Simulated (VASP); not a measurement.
Here is a VASP 6.6.1 calculation.

INCAR

```
SYSTEM = PbSe
ALGO = Normal
EDIFF = 1E-7
ENCUT = 520
GGA = PE
ISIF = 2
ISMEAR = 0
LASPH = .TRUE.
LCHARG = .TRUE.
LELF = .TRUE.
LREAL = .FALSE.
LVHAR = .TRUE.
LWAVE = .FALSE.
NBANDS = 17
NELM = 80
PREC = Accurate
SIGMA = 0.019000000000000003
```

File KPOINTS:

```
k-points
0
G
  7 7 7
  0 0 0
```

The input POSCAR:

```
PbSe
1.0
    3.7843220000      0.0000000000      0.0000000000
    0.0000000000      3.7843220000      0.0000000000
    0.0000000000      0.0000000000      3.7843220000
Pb Se
1 1
Direct
    0.0000000000      0.0000000000      0.0000000000
    0.5000000000      0.5000000000      0.5000000000
```

Potentials or basis: VASP PAW PBE potentials, release 64 (Pb_d, Se).

Launch:

```console
$ cat potpaw_PBE.64/Pb_d/POTCAR potpaw_PBE.64/Se/POTCAR > POTCAR
$ mpirun -np 1 vasp_std > vasp.out
```

Predict the band gap on the k mesh.

zero (band 10 reaches 5.29 eV, above the bottom of band 11 at 5.19 eV).

Predict the pressure.

-0.2 GPa.

Caveat: spin-orbit coupling is left out, which moves the levels of the heavy elements.
